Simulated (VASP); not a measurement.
# Cd: single point with PBE

Cd:

```
Cd
1.0
     0.00000    2.34432    2.25415
     2.22417    0.00000    2.25415
     2.22417    2.34432    0.00000
Cd
1
Direct
  0.00000 0.00000 0.00000
```

This cell differs from its parent crystal: normal strain along x -0.0133, normal strain along y +0.0400.

```json
{
 "Program": "VASP 6.6.1",
 "Task": "single point",
 "Functional": "PBE",
 "Potentials or basis": "VASP PAW PBE potentials, release 64 (Cd)",
 "Cutoff": "520 eV",
 "k mesh": "18 × 18 × 18",
 "Occupations": "gaussian, width 0.15 eV",
 "Spin": "no spin polarisation"
}
```

```
Pressure               : -0.9 GPa
Band gap on the k mesh : zero (band 6 reaches 4.02 eV, above the bottom of band 7 at 0.90 eV)
```

Stress tensor (GPa, compression positive):
```
-0.27  0.00  0.00
 0.00 -1.78  0.00
 0.00  0.00 -0.50
```

Levels at points of the mesh, in eV from the Fermi level:
```tsv
k point	band 2	band 3	band 4	band 5	band 6	band 7	band 8	band 9	band 10	band 11
(0.00, 0.00, 0.00)	-8.88	-8.85	-8.59	-8.47	-8.22	13.69	14.24	14.25	14.33	17.49
(0.50, 0.00, 0.00)	-8.97	-8.85	-8.24	-8.18	-1.99	-1.38	11.22	12.38	13.10	15.15
(0.50, 0.50, 0.00)	-9.38	-8.23	-8.18	-8.08	-0.47	1.33	6.36	6.57	10.41	10.49
(0.50, 0.00, 0.50)	-9.37	-8.23	-8.15	-8.13	-0.94	0.56	7.03	7.08	11.02	11.06
(0.00, 0.50, 0.50)	-9.38	-8.23	-8.16	-8.08	-0.30	1.60	6.17	6.34	10.17	10.31
```

Wall time 5.7 min on 1 thread of AMD EPYC 7R13 (shared host), peak memory 0.3 GiB.

Caveat: the cell differs from its parent crystal (normal strain along x -0.0133, normal strain along y +0.0400).
